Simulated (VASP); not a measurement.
The system is SiB2.

```
CELL_PARAMETERS angstrom
3.11923 0.00000 0.00000
-1.55962 2.70133 0.00000
0.00000 0.00000 7.49953
ATOMIC_POSITIONS crystal
Si 0.00000 0.00000 0.00000
Si 0.00000 0.00000 0.50000
B 0.33333 0.66667 0.25000
B 0.66667 0.33333 0.75000
B 0.00000 0.00000 0.25000
B 0.00000 0.00000 0.75000
```

The cell was generated, and may not be a known phase.

```yaml
Program: VASP 6.6.1
Task: relaxation of cell and atoms
Functional: PBE
Potentials_or_basis: VASP PAW PBE potentials, release 64 (Si, B)
Cutoff: 600 eV
k_mesh: 6 × 6 × 2
Occupations: gaussian, width 0.1 eV
Spin: no spin polarisation
```

At the start: pressure -1.7 GPa; volume 10.53 Å³/atom.

Q: How do energy, volume and symmetry change on relaxing?

A: Over 6 steps the energy falls by 95.1 meV/atom and the volume is 10.15 Å³/atom (-3.6 %); space group P6_3/mmc (No. 194, to 0.1 Å) before and after.

Step by step:
| step | energy change (eV) | largest force (eV/Å) | pressure (GPa) | volume (Å³) |
| --- | --- | --- | --- | --- |
| 1 | 0.0000 | 0.0000 | -1.70 | 63.19 |
| 2 | -0.5624 | 0.0000 | -2.43 | 61.88 |
| 3 | -0.5625 | 0.0000 | -2.52 | 61.95 |
| 4 | -0.5628 | 0.0000 | -2.48 | 61.92 |
| 5 | -0.5695 | 0.0000 | 1.05 | 60.48 |
| 6 | -0.5708 | 0.0000 | -0.01 | 60.89 |

Final structure:
```
CELL_PARAMETERS angstrom
2.96427 0.00000 0.00000
-1.48214 2.56714 0.00000
0.00000 0.00000 8.00193
ATOMIC_POSITIONS crystal
Si 0.00000 0.00000 0.00000
Si 0.00000 0.00000 0.50000
B 0.33333 0.66667 0.25000
B 0.66667 0.33333 0.75000
B 0.00000 0.00000 0.25000
B 0.00000 0.00000 0.75000
```

Caveat: the k points lie up to 0.41 Å⁻¹ apart in the final cell, too coarse for converged energies and pressures of a metal.
